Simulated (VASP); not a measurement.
# InAuS (P4/nmm) in VASP: single point with r2SCAN

Aim: the single point of InAuS with r2SCAN.

Everything below comes from runs of VASP 6.6.1. Logs are shortened: lines on timing, memory, paths and dates and some standing lists are left out, and cuts for length are marked.

**1. The cell of the first run**

The structure is tetragonal, space group P4/nmm (No. 129). The conventional cell has a = 3.781 Å, b = 3.781 Å, c = 8.379 Å, α = 90.00°, β = 90.00°, γ = 90.00°. In (site symmetry -4m2) has 4 In at 2.67 Å and 4 Au at 2.99 Å within 3.5 Å. Au (site symmetry 4mm) has 5 S at 2.80 to 2.89 Å and 4 In at 2.99 Å within 3.7 Å. Within 3.7 Å of S (site symmetry 4mm) lie 5 Au at 2.80 to 2.89 Å and 4 S at 3.37 Å and 4 In at 3.69 Å.

**2. Single point, r2SCAN**

Contents of POSCAR:

```
InAuS
1.0
    3.7811000000      0.0000000000      0.0000000000
    0.0000000000      3.7811000000      0.0000000000
    0.0000000000      0.0000000000      8.3791680000
In Au S
2 2 2
Direct
    0.0000000000      0.0000000000      0.0000000000
    0.5000000000      0.5000000000      0.0000000000
    0.0000000000      0.5000000000      0.2770000000
    0.5000000000      0.0000000000      0.7230000000
    0.0000000000      0.5000000000      0.6220000000
    0.5000000000      0.0000000000      0.3780000000
```

Contents of INCAR.step1:

```
PREC = Accurate
ENCUT = 520
ISMEAR = -1
SIGMA = 0.0189
LREAL = False
LASPH = True
NELM = 80
NBANDS = 39
GGA = PE
ALGO = Normal
EDIFF = 1E-4
LWAVE = True
LCHARG = False
```

Contents of INCAR.step2:

```
PREC = Accurate
ENCUT = 520
EDIFF = 1E-7
ISMEAR = -1
SIGMA = 0.0189
LREAL = False
LASPH = True
NELM = 80
ALGO = Normal
ISIF = 2
LWAVE = False
LCHARG = True
METAGGA = R2SCAN
LMIXTAU = True
LELF = True
LVHAR = True
NBANDS = 39
ISTART = 1
```

Contents of KPOINTS:

```
Automatic mesh
0
Gamma
  8 8 4
```

Potentials or basis: VASP PAW PBE potentials, release 64 (In_d, Au, S).

Command:

```
cat potpaw_PBE.64/In_d/POTCAR potpaw_PBE.64/Au/POTCAR potpaw_PBE.64/S/POTCAR > POTCAR
cp INCAR.step1 INCAR
mpirun -np 1 vasp_std > vasp.out
cp INCAR.step2 INCAR
mpirun -np 1 vasp_std > vasp.out
```

OUTCAR:

```text
PREC = Accurate
   ENCUT = 520
   EDIFF = 1E-7
   ISMEAR = -1
   LREAL = False
   LASPH = True
   NELM = 80
   ISIF = 2
   METAGGA = R2SCAN
   ISTART = 1

 ion  position               nearest neighbor table
   1  0.000  0.000  0.000-   2 2.67   2 2.67   2 2.67   2 2.67   3 2.99   4 2.99   4 2.99   3 2.99

   2  0.500  0.500  0.000-   1 2.67   1 2.67   1 2.67   1 2.67   4 2.99   4 2.99   3 2.99   3 2.99

   3  0.000  0.500  0.277-   6 2.80   6 2.80   6 2.80   6 2.80   5 2.89   1 2.99   2 2.99   2 2.99
                             1 2.99
   4  0.500  0.000  0.723-   5 2.80   5 2.80   5 2.80   5 2.80   6 2.89   1 2.99   1 2.99   2 2.99
                             2 2.99
   5  0.000  0.500  0.622-   4 2.80   4 2.80   4 2.80   4 2.80   3 2.89
   6  0.500  0.000  0.378-   3 2.80   3 2.80   3 2.80   3 2.80   4 2.89

  LATTYP: Found a simple tetragonal cell.
 ALAT       =     3.7811000000
 C/A-ratio  =     2.2160662241

  Lattice vectors:

 A1 = (   3.7811000000,   0.0000000000,   0.0000000000)
 A2 = (   0.0000000000,   3.7811000000,   0.0000000000)
 A3 = (   0.0000000000,   0.0000000000,   8.3791680000)

Analysis of symmetry for initial positions (statically):
=====================================================================
 Subroutine PRICEL returns:
 Original cell was already a primitive cell.

 Routine SETGRP: Setting up the symmetry group for a
 simple tetragonal supercell.

 Subroutine GETGRP returns: Found 16 space group operations
 (whereof  8 operations were pure point group operations)
 out of a pool of 16 trial point group operations.

The static configuration has the point symmetry D_2d.
 The point group associated with its full space group is D_4h.

Analysis of symmetry for dynamics (positions and initial velocities):
=====================================================================
 Subroutine PRICEL returns:
 Original cell was already a primitive cell.

 Routine SETGRP: Setting up the symmetry group for a
 simple tetragonal supercell.

 Subroutine GETGRP returns: Found 16 space group operations
 (whereof  8 operations were pure point group operations)
 out of a pool of 16 trial point group operations.

The dynamic configuration has the point symmetry D_2d.
 The point group associated with its full space group is D_4h.

 Subroutine INISYM returns: Found 16 space group operations
 (whereof  8 operations are pure point group operations),
 and found     1 'primitive' translations

----------------------------------------------------------------------------------------

                                     Primitive cell

  volume of cell :     119.7946

  direct lattice vectors                    reciprocal lattice vectors
     3.781100000  0.000000000  0.000000000     0.264473301  0.000000000  0.000000000
     0.000000000  3.781100000  0.000000000     0.000000000  0.264473301  0.000000000
     0.000000000  0.000000000  8.379168000     0.000000000  0.000000000  0.119343591

  length of vectors
     3.781100000  3.781100000  8.379168000     0.264473301  0.264473301  0.119343591

  position of ions in fractional coordinates (direct lattice)
     0.000000000  0.000000000  0.000000000
     0.500000000  0.500000000  0.000000000
     0.000000000  0.500000000  0.277000000
     0.500000000  0.000000000  0.723000000
     0.000000000  0.500000000  0.622000000
     0.500000000  0.000000000  0.378000000

  ion indices of the primitive-cell ions
   primitive index   ion index
                 1           1
                 2           2
                 3           3
                 4           4
                 5           5
                 6           6

----------------------------------------------------------------------------------------

 KPOINTS: Automatic mesh

Automatic generation of k-mesh.
 Grid dimensions read from file:
 generate k-points for:    8    8    4

 Generating k-lattice:

  Cartesian coordinates                     Fractional coordinates (reciprocal lattice)
     0.033059163  0.000000000  0.000000000     0.125000000  0.000000000  0.000000000
     0.000000000  0.033059163  0.000000000     0.000000000  0.125000000  0.000000000
     0.000000000  0.000000000  0.029835898     0.000000000  0.000000000  0.250000000

  Length of vectors
     0.033059163  0.033059163  0.029835898

  Shift w.r.t. Gamma in fractional coordinates (k-lattice)
     0.000000000  0.000000000  0.000000000

 Subroutine IBZKPT returns following result:
 ===========================================

 Found     45 irreducible k-points:

 Following reciprocal coordinates:
            Coordinates               Weight
  0.000000  0.000000  0.000000      1.000000
  0.125000  0.000000  0.000000      4.000000
  0.250000  0.000000  0.000000      4.000000
  0.375000  0.000000  0.000000      4.000000
  0.500000  0.000000  0.000000      2.000000
  0.125000  0.125000  0.000000      4.000000
[... 16 lines left out ...]
  0.375000  0.125000  0.250000     16.000000
  0.500000  0.125000  0.250000      8.000000
 [... further k-points ...]
   k-points           NKPTS =     45   k-points in BZ     NKDIM =     45   number of bands    NBANDS=     39
   number of dos      NEDOS =    301   number of ions     NIONS =      6
   total plane-waves  NPLWV =  50176
   dimension x,y,z NGX =    28 NGY =   28 NGZ =   64
   dimension x,y,z NGXF=    56 NGYF=   56 NGZF=  128
   ions per type =               2   2   2
   NGX,Y,Z   is equivalent  to a cutoff of  12.31, 12.31, 12.70 a.u.
   NGXF,Y,Z  is equivalent  to a cutoff of  24.62, 24.62, 25.40 a.u.
 SYSTEM =  unknown system
   PREC   = accura    normal or accurate (medium, high low for compatibility)
   ISTART =      1    job   : 0-new  1-cont  2-samecut
   ICHARG =      0    charge: 1-file 2-atom 10-const
   ISPIN  =      1    spin polarized calculation?
   LNONCOLLINEAR =      F non collinear calculations
   LSORBIT =      F    spin-orbit coupling
   LASPH  =      T    aspherical Exc in radial PAW
   ENCUT  =  520.0 eV  38.22 Ry    6.18 a.u.   7.03  7.03 15.58*2*pi/ulx,y,z
   NELM   =     80;   NELMIN=  2; NELMDL=  0     # of ELM steps
   EDIFF  = 0.1E-06   stopping-criterion for ELM
   LREAL  =      F    real-space projection
   EDIFFG = 0.1E-05   stopping-criterion for IOM
   NSW    =      0    number of steps for IOM
   IBRION =     -1    ionic relax: 0-MD 1-quasi-New 2-CG
   NFREE  =      0    steps in history (QN), initial steepest desc. (CG)
   ISIF   =      2    stress and relaxation
   ISYM   =      2    0-nonsym 1-usesym 2-fastsym
   POTIM  = 0.5000    time-step for ionic-motion
   TEBEG  =    0.0;   TEEND  =   0.0 temperature during run
   PSTRESS=    0.0 pullay stress
   NELECT =      60.0000    total number of electrons
   NUPDOWN=      -1.0000    fix difference up-down
   EMIN   =  10.00;   EMAX   =-10.00  energy-range for DOS
   EFERMI =   0.00;   METHOD = LEGACY
   ISMEAR =    -1;   SIGMA  =   0.02  broadening in eV -4-tet -1-fermi 0-gaus
   EFERMI_NEDOS =   21; number of points for ismear=-14 and -15
   IALGO  =     38    algorithm
   IMIX   =      4    mixing-type and parameters
     AMIX     =   0.40;   BMIX     =  1.00
     AMIX_MAG =   1.60;   BMIX_MAG =  1.00
  volume/ion in A,a.u.               =      19.97       134.74
  Fermi-wavevector in a.u.,A,eV,Ry     =   1.300108  2.456848 22.997675  1.690281
  Thomas-Fermi vector in A             =   2.431329
   LORBIT       =      0    0 simple, 1 ext, 2 COOP (PROOUT), +10 PAW based schemes
   METAGGA = R2SCAN    functional components
   LHFCALC =     F    Hartree Fock is set to
   AEXX    =    0.0000 exact exchange contribution
   IVDW    =     0    specifies the selected vdW correction
   LEPSILON=     F    determine dielectric tensor
   LRPA    =     F    only Hartree local field effects (RPA)
 non-spin polarized calculation
  energy-cutoff  :      520.00
  volume of cell :      119.79
 maximum number of plane-waves:      3250
   NGX = 15   NGY = 15   NGZ = 31

 number of electron      59.9999982 magnetization

 Free energy of the ion-electron system (eV)
  ---------------------------------------------------
  ext. energy  EPLUGINS =         0.00000000
  ---------------------------------------------------
  free energy    TOTEN  =      -159.48737025 eV

  energy without entropy =     -159.48107546  energy(sigma->0) =     -159.48422285

 E-fermi :   7.5243     XC(G=0): -11.7782

 val. band max:        7.5193860930   @ k =   0.3750   0.1250   0.2500
 cond. band min:       7.5274947928   @ k =   0.2500   0.1250   0.0000
 fundamental gap:      0.0081086998
 Fermi energy:         7.5242534426

 k-point     1 :       0.0000    0.0000    0.0000
  band No.  band energies     occupation
      1      -9.5382      2.00000
      2      -9.1370      2.00000
      3      -8.8818      2.00000
      4      -8.5112      2.00000
      5      -8.5112      2.00000
      6      -7.8825      2.00000
[... 31 lines left out ...]
     38      15.0706      0.00000
     39      16.2220      0.00000

 k-point     2 :       0.1250    0.0000    0.0000
  band No.  band energies     occupation
      1      -9.4671      2.00000
      2      -9.0742      2.00000
      3      -8.8278      2.00000
      4      -8.4967      2.00000
      5      -8.4877      2.00000
      6      -7.9188      2.00000
[... 31 lines left out ...]
     38      15.1775      0.00000
     39      15.8033      0.00000

 k-point     3 :       0.2500    0.0000    0.0000
  band No.  band energies     occupation
      1      -9.2589      2.00000
      2      -8.8977      2.00000
      3      -8.6822      2.00000
      4      -8.4519      2.00000
      5      -8.4207      2.00000
      6      -8.0148      2.00000
[... 832 lines left out ...]
 k-point    23 :       0.3750    0.1250    0.2500
  band No.  band energies     occupation
      1      -9.0062      2.00000
      2      -8.6044      2.00000
      3      -8.4905      2.00000
      4      -8.3627      2.00000
      5      -8.3084      2.00000
      6      -8.2777      2.00000
[... 31 lines left out ...]
     38      15.0905      0.00000
     39      15.4910      0.00000

 k-point    24 :       0.5000    0.1250    0.2500
  band No.  band energies     occupation
      1      -8.6740      2.00000
      2      -8.6740      2.00000
      3      -8.4058      2.00000
      4      -8.4058      2.00000
      5      -8.3234      2.00000
      6      -8.3234      2.00000
[... 31 lines left out ...]
     38      14.6063      0.00000
     39      15.7577      0.00000

 [... further k-points ...]

------------------------ aborting loop because EDIFF is reached ----------------------------------------

  FORCE on cell =-STRESS in cart. coord.  units (eV):
  Direction    XX          YY          ZZ          XY          YZ          ZX
  --------------------------------------------------------------------------------------
  -------------------------------------------------------------------------------------
  Total        7.6709145      7.6709145     -3.7938480      0.0000000      0.0000000     -0.0000000
  in kB      102.5936538    102.5936538    -50.7403302      0.0000000      0.0000000     -0.0000000
  external PRESSURE =      51.4823258 kB  Pullay stress =       0.0000000 kB

 VOLUME and BASIS-vectors are now :
 -----------------------------------------------------------------------------
  energy-cutoff  :      520.00
  volume of cell :      119.79
      direct lattice vectors                 reciprocal lattice vectors
     3.781100000  0.000000000  0.000000000     0.264473301  0.000000000  0.000000000
     0.000000000  3.781100000  0.000000000     0.000000000  0.264473301  0.000000000
     0.000000000  0.000000000  8.379168000     0.000000000  0.000000000  0.119343591

 POSITION                                       TOTAL-FORCE (eV/Angst)
 -----------------------------------------------------------------------------------
      0.00000      0.00000      0.00000        -0.000000     -0.000000      0.000000
      1.89055      1.89055      0.00000        -0.000000      0.000000      0.000000
      0.00000      1.89055      2.32103        -0.000000      0.000000      0.965338
      1.89055      0.00000      6.05814         0.000000     -0.000000     -0.965338
      0.00000      1.89055      5.21184        -0.000000      0.000000      1.190866
      1.89055      0.00000      3.16733        -0.000000     -0.000000     -1.190866
 -----------------------------------------------------------------------------------
    total drift:                                0.000000      0.000000      0.000000

  FREE ENERGIE OF THE ION-ELECTRON SYSTEM (eV)
  ---------------------------------------------------
  free  energy   TOTEN  =      -159.4873702453 eV

  energy  without entropy=     -159.4810754612  energy(sigma->0) =     -159.48422285
```

Run time: 8.5 min. Hardware: 1 thread of Intel Xeon Platinum 8375C at 2.90GHz (Ice Lake), shared host; peak memory 0.36 GiB.

What came out:

```
Free energy            : -159.4874 eV
Pressure               : 5.1 GPa
Largest force          : 1.191 eV/Å
Band gap on the k mesh : zero (band 30 reaches 7.84 eV, above the bottom of band 31 at 6.59 eV)
```

Forces in eV/Å, atoms in the order of the input:
```
In   0.000  0.000  0.000
In   0.000  0.000  0.000
Au   0.000  0.000  0.965
Au   0.000  0.000 -0.965
S    0.000  0.000  1.191
S    0.000  0.000 -1.191
```

Stress tensor (GPa, compression positive):
```
10.26  0.00  0.00
 0.00 10.26  0.00
 0.00  0.00 -5.07
```

Levels at points of the mesh, in eV from the Fermi level:
```csv
k point,band 28,band 29,band 30,band 31,band 32,band 33
"(0.00, 0.00, 0.00)",-0.98,-0.98,-0.23,0.93,1.19,1.19
"(0.50, 0.00, 0.00)",-0.61,0.29,0.29,0.43,0.43,4.51
"(0.50, 0.50, 0.00)",-2.85,-1.52,-1.52,-0.93,-0.93,1.66
"(0.00, 0.00, 0.50)",-1.30,-1.30,-0.53,1.18,1.18,2.37
"(0.50, 0.00, 0.50)",-1.64,0.28,0.28,1.58,1.58,4.42
"(0.50, 0.50, 0.50)",-3.05,-1.32,-1.32,-0.67,-0.67,0.62
```

Caveat: the PAW data sets were made with another functional, which shifts forces and pressure a little; spin-orbit coupling is left out, which moves the levels of the heavy elements.
